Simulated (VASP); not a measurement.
# NaF (Fm-3m) in VASP: notebook

Runs on NaF. Level: PBE+D3(BJ). Tasks: single point, relaxation of cell and atoms.

Everything below comes from runs of VASP 6.6.1. Logs are shortened: lines on timing, memory, paths and dates and some standing lists are left out, and cuts for length are marked.

### Step 1. The cell of the first run

Symmetry: Fm-3m, No. 225, cubic system. The conventional cell has a = 4.572 Å, b = 4.572 Å, c = 4.572 Å, α = 90.00°, β = 90.00°, γ = 90.00°. Within 3.0 Å of Na (site symmetry m-3m) lie 6 F at 2.29 Å. F (site symmetry m-3m) has 6 Na at 2.29 Å within 3.0 Å.

### Step 2. Single point, PBE+D3(BJ)

The input, INCAR:

```
PREC = Accurate
ENCUT = 600
EDIFF = 1E-6
ISMEAR = 0
SIGMA = 0.1
LREAL = F
LASPH = T
NELM = 120
ALGO = Normal
ISIF = 2
LWAVE = F
LCHARG = F
GGA = PE
IVDW = 12
NBANDS = 14
GGA_COMPAT = F
```

The input, KPOINTS:

```
regular mesh
0
Gamma
  6 6 6
```

The input, POSCAR:

```
NaF
1.0
    0.0000000000      2.2858943900      2.2858943900
    2.2858943900      0.0000000000      2.2858943900
    2.2858943900      2.2858943900      0.0000000000
Na F
1 1
Direct
    0.0000000000      0.0000000000      0.0000000000
    0.5000000000      0.5000000000      0.5000000000
```

Potentials or basis: VASP PAW PBE potentials, release 64 (Na_pv, F).

The run is started by

```console
$ cat potpaw_PBE.64/Na_pv/POTCAR potpaw_PBE.64/F/POTCAR > POTCAR
$ mpirun -np 1 vasp_std > vasp.out
```

OUTCAR:

```text
PREC = Accurate
   ENCUT = 600
   EDIFF = 1E-6
   ISMEAR = 0
   LREAL = F
   LASPH = T
   NELM = 120
   ISIF = 2
   GGA = PE
   IVDW = 12
 IVDW          = 12

 ion  position               nearest neighbor table
   1  0.000  0.000  0.000-   2 2.29   2 2.29   2 2.29   2 2.29   2 2.29   2 2.29
   2  0.500  0.500  0.500-   1 2.29   1 2.29   1 2.29   1 2.29   1 2.29   1 2.29

  LATTYP: Found a face centered cubic cell.
 ALAT       =     4.5717887800

  Lattice vectors:

 A1 = (   0.0000000000,   2.2858943900,   2.2858943900)
 A2 = (   2.2858943900,   0.0000000000,   2.2858943900)
 A3 = (   2.2858943900,   2.2858943900,   0.0000000000)

Analysis of symmetry for initial positions (statically):
=====================================================================
 Subroutine PRICEL returns:
 Original cell was already a primitive cell.

 Routine SETGRP: Setting up the symmetry group for a
 face centered cubic supercell.

 Subroutine GETGRP returns: Found 48 space group operations
 (whereof 48 operations were pure point group operations)
 out of a pool of 48 trial point group operations.

The static configuration has the point symmetry O_h .

Analysis of symmetry for dynamics (positions and initial velocities):
=====================================================================
 Subroutine PRICEL returns:
 Original cell was already a primitive cell.

 Routine SETGRP: Setting up the symmetry group for a
 face centered cubic supercell.

 Subroutine GETGRP returns: Found 48 space group operations
 (whereof 48 operations were pure point group operations)
 out of a pool of 48 trial point group operations.

The dynamic configuration has the point symmetry O_h .

 Subroutine INISYM returns: Found 48 space group operations
 (whereof 48 operations are pure point group operations),
 and found     1 'primitive' translations

----------------------------------------------------------------------------------------

                                     Primitive cell

  volume of cell :      23.8890

  direct lattice vectors                    reciprocal lattice vectors
     0.000000000  2.285894390  2.285894390    -0.218732765  0.218732765  0.218732765
     2.285894390  0.000000000  2.285894390     0.218732765 -0.218732765  0.218732765
     2.285894390  2.285894390  0.000000000     0.218732765  0.218732765 -0.218732765

  length of vectors
     3.232742848  3.232742848  3.232742848     0.378856262  0.378856262  0.378856262

  position of ions in fractional coordinates (direct lattice)
     0.000000000  0.000000000  0.000000000
     0.500000000  0.500000000  0.500000000

  ion indices of the primitive-cell ions
   primitive index   ion index
                 1           1
                 2           2

----------------------------------------------------------------------------------------

 KPOINTS: regular mesh

Automatic generation of k-mesh.
 Grid dimensions read from file:
 generate k-points for:    6    6    6

 Generating k-lattice:

  Cartesian coordinates                     Fractional coordinates (reciprocal lattice)
    -0.036455461  0.036455461  0.036455461     0.166666667  0.000000000  0.000000000
     0.036455461 -0.036455461  0.036455461     0.000000000  0.166666667  0.000000000
     0.036455461  0.036455461 -0.036455461     0.000000000  0.000000000  0.166666667

  Length of vectors
     0.063142710  0.063142710  0.063142710

  Shift w.r.t. Gamma in fractional coordinates (k-lattice)
     0.000000000  0.000000000  0.000000000

 Subroutine IBZKPT returns following result:
 ===========================================

 Found     16 irreducible k-points:

 Following reciprocal coordinates:
            Coordinates               Weight
  0.000000  0.000000  0.000000      1.000000
  0.166667  0.000000  0.000000      8.000000
  0.333333  0.000000  0.000000      8.000000
  0.500000  0.000000  0.000000      4.000000
  0.166667  0.166667  0.000000      6.000000
  0.333333  0.166667  0.000000     24.000000
[... 8 lines left out ...]
 -0.333333  0.333333  0.166667     24.000000
 -0.333333  0.500000  0.166667     12.000000
   k-points           NKPTS =     16   k-points in BZ     NKDIM =     16   number of bands    NBANDS=     14
   number of dos      NEDOS =    301   number of ions     NIONS =      2
   total plane-waves  NPLWV =  21952
   dimension x,y,z NGX =    28 NGY =   28 NGZ =   28
   dimension x,y,z NGXF=    56 NGYF=   56 NGZF=   56
   ions per type =               1   1
   NGX,Y,Z   is equivalent  to a cutoff of  14.40, 14.40, 14.40 a.u.
   NGXF,Y,Z  is equivalent  to a cutoff of  28.80, 28.80, 28.80 a.u.
 SYSTEM =  unknown system
   PREC   = accura    normal or accurate (medium, high low for compatibility)
   ISTART =      0    job   : 0-new  1-cont  2-samecut
   ICHARG =      2    charge: 1-file 2-atom 10-const
   ISPIN  =      1    spin polarized calculation?
   LNONCOLLINEAR =      F non collinear calculations
   LSORBIT =      F    spin-orbit coupling
   LASPH  =      T    aspherical Exc in radial PAW
   ENCUT  =  600.0 eV  44.10 Ry    6.64 a.u.   6.46  6.46  6.46*2*pi/ulx,y,z
   NELM   =    120;   NELMIN=  2; NELMDL= -5     # of ELM steps
   EDIFF  = 0.1E-05   stopping-criterion for ELM
   LREAL  =      F    real-space projection
   EDIFFG = 0.1E-04   stopping-criterion for IOM
   NSW    =      0    number of steps for IOM
   IBRION =     -1    ionic relax: 0-MD 1-quasi-New 2-CG
   NFREE  =      0    steps in history (QN), initial steepest desc. (CG)
   ISIF   =      2    stress and relaxation
   ISYM   =      2    0-nonsym 1-usesym 2-fastsym
   POTIM  = 0.5000    time-step for ionic-motion
   TEBEG  =    0.0;   TEEND  =   0.0 temperature during run
   PSTRESS=    0.0 pullay stress
   NELECT =      14.0000    total number of electrons
   NUPDOWN=      -1.0000    fix difference up-down
   EMIN   =  10.00;   EMAX   =-10.00  energy-range for DOS
   EFERMI =   0.00;   METHOD = LEGACY
   ISMEAR =     0;   SIGMA  =   0.10  broadening in eV -4-tet -1-fermi 0-gaus
   EFERMI_NEDOS =   21; number of points for ismear=-14 and -15
   IALGO  =     38    algorithm
   IMIX   =      4    mixing-type and parameters
     AMIX     =   0.40;   BMIX     =  1.00
     AMIX_MAG =   1.60;   BMIX_MAG =  1.00
  volume/ion in A,a.u.               =      11.94        80.61
  Fermi-wavevector in a.u.,A,eV,Ry     =   1.369992  2.588909 25.536475  1.876878
  Thomas-Fermi vector in A             =   2.495818
   LORBIT       =      0    0 simple, 1 ext, 2 COOP (PROOUT), +10 PAW based schemes
   GGA     = PE    functional components
   LHFCALC =     F    Hartree Fock is set to
   AEXX    =    0.0000 exact exchange contribution
   IVDW    =    12    specifies the selected vdW correction
   LEPSILON=     F    determine dielectric tensor
   LRPA    =     F    only Hartree local field effects (RPA)
 non-spin polarized calculation
 Gauss-broadening in eV      SIGMA  =   0.10
  energy-cutoff  :      600.00
  volume of cell :       23.89
 maximum number of plane-waves:       821
 NGX is ok and might be reduce to    28
   NGX = 13   NGY = 13   NGZ = 13

 number of electron      13.9999999 magnetization

 Free energy of the ion-electron system (eV)
  ---------------------------------------------------
  ext. energy  EPLUGINS =         0.00000000
  ---------------------------------------------------
  free energy    TOTEN  =        -8.54211562 eV

  energy without entropy =       -8.54211562  energy(sigma->0) =       -8.54211562

 E-fermi :  -1.3399     XC(G=0):  -9.3501

 val. band max:       -1.9047784946   @ k =   0.0000   0.0000   0.0000
 cond. band min:       4.6214383076   @ k =   0.0000   0.0000   0.0000
 fundamental gap:      6.5262168022
 Fermi energy:        -1.3399236380

 k-point     1 :       0.0000    0.0000    0.0000
  band No.  band energies     occupation
      1     -21.1489      2.00000
      2     -20.7303      2.00000
      3     -20.7303      2.00000
      4     -20.7303      2.00000
      5      -1.9048      2.00000
      6      -1.9048      2.00000
      7      -1.9048      2.00000
      8       4.6214      0.00000
      9      17.3647      0.00000
     10      17.3647      0.00000
     11      17.3647      0.00000
     12      20.3141      0.00000
     13      22.5360      0.00000
     14      22.5360      0.00000

 k-point     2 :       0.1667    0.0000    0.0000
  band No.  band energies     occupation
      1     -21.3979      2.00000
      2     -20.7337      2.00000
      3     -20.7337      2.00000
      4     -20.4429      2.00000
      5      -2.4156      2.00000
      6      -1.9748      2.00000
      7      -1.9748      2.00000
      8       5.5739      0.00000
      9      14.8677      0.00000
     10      17.7984      0.00000
     11      17.7984      0.00000
     12      21.7304      0.00000
     13      21.7304      0.00000
     14      22.8887      0.00000

 k-point     3 :       0.3333    0.0000    0.0000
  band No.  band energies     occupation
      1     -21.6571      2.00000
      2     -20.7404      2.00000
      3     -20.7404      2.00000
      4     -20.1052      2.00000
      5      -3.2332      2.00000
      6      -2.1126      2.00000
      7      -2.1126      2.00000
      8       7.5936      0.00000
      9      12.3731      0.00000
     10      18.5038      0.00000
     11      18.5038      0.00000
     12      21.2573      0.00000
     13      21.2573      0.00000
     14      22.7713      0.00000
[... 188 lines left out ...]
 k-point    15 :      -0.3333    0.3333    0.1667
  band No.  band energies     occupation
      1     -21.4628      2.00000
      2     -20.8169      2.00000
      3     -20.7899      2.00000
      4     -20.2087      2.00000
      5      -3.0974      2.00000
      6      -2.6709      2.00000
      7      -2.3433      2.00000
      8      10.7786      0.00000
      9      11.3157      0.00000
     10      14.6900      0.00000
     11      16.5798      0.00000
     12      21.2283      0.00000
     13      21.9466      0.00000
     14      26.6544      0.00000

 k-point    16 :      -0.3333    0.5000    0.1667
  band No.  band energies     occupation
      1     -21.2552      2.00000
      2     -20.8662      2.00000
      3     -20.8160      2.00000
      4     -20.3744      2.00000
      5      -3.0373      2.00000
      6      -2.5847      2.00000
      7      -2.4667      2.00000
      8      11.5743      0.00000
      9      11.5933      0.00000
     10      13.1217      0.00000
     11      16.3147      0.00000
     12      20.0700      0.00000
     13      24.7206      0.00000
     14      24.7446      0.00000

------------------------ aborting loop because EDIFF is reached ----------------------------------------

 Edisp (eV)   -0.36208

 E8    (eV) :    -0.1563

  FORCE on cell =-STRESS in cart. coord.  units (eV):
  Direction    XX          YY          ZZ          XY          YZ          ZX
  --------------------------------------------------------------------------------------
  -------------------------------------------------------------------------------------
  Total       0.27039     0.27039     0.27039     0.00000     0.00000    -0.00000
  in kB      18.13438    18.13438    18.13438     0.00000     0.00000    -0.00000
  external pressure =       18.13 kB  Pullay stress =        0.00 kB

 VOLUME and BASIS-vectors are now :
 -----------------------------------------------------------------------------
  energy-cutoff  :      600.00
  volume of cell :       23.89
      direct lattice vectors                 reciprocal lattice vectors
     0.000000000  2.285894390  2.285894390    -0.218732765  0.218732765  0.218732765
     2.285894390  0.000000000  2.285894390     0.218732765 -0.218732765  0.218732765
     2.285894390  2.285894390  0.000000000     0.218732765  0.218732765 -0.218732765

 POSITION                                       TOTAL-FORCE (eV/Angst)
 -----------------------------------------------------------------------------------
      0.00000      0.00000      0.00000        -0.000000     -0.000000     -0.000000
      2.28589      2.28589      2.28589         0.000000      0.000000      0.000000
 -----------------------------------------------------------------------------------
    total drift:                                0.000000      0.000000      0.000000

  FREE ENERGIE OF THE ION-ELECTRON SYSTEM (eV)
  ---------------------------------------------------
  free  energy   TOTEN  =        -8.9041924373 eV

  energy  without entropy=       -8.9041924373  energy(sigma->0) =       -8.90419244
```

It took 12 s on 1 thread of Intel Xeon 8259CL, shared host; peak memory 0.16 GiB.

What came out:

```
Free energy                : -8.9042 eV
Pressure                   : 1.8 GPa
Band gap on the k mesh     : 6.53 eV
Dispersion energy per atom : -0.181 eV
```

Levels at points of the mesh, in eV from the valence-band top:
| k point | band 3 | band 4 | band 5 | band 6 | band 7 | band 8 | band 9 | band 10 | band 11 | band 12 |
| --- | --- | --- | --- | --- | --- | --- | --- | --- | --- | --- |
| (0.00, 0.00, 0.00) | -18.83 | -18.83 | 0.00 | 0.00 | 0.00 | 6.53 | 19.27 | 19.27 | 19.27 | 22.22 |
| (0.50, 0.00, 0.00) | -18.84 | -18.07 | -1.68 | -0.28 | -0.28 | 11.04 | 12.82 | 20.56 | 20.56 | 23.41 |
| (0.50, 0.50, 0.00) | -18.89 | -18.89 | -1.33 | -0.42 | -0.42 | 13.45 | 13.50 | 14.02 | 20.30 | 20.30 |

(Part 1 of 2 ends here.)
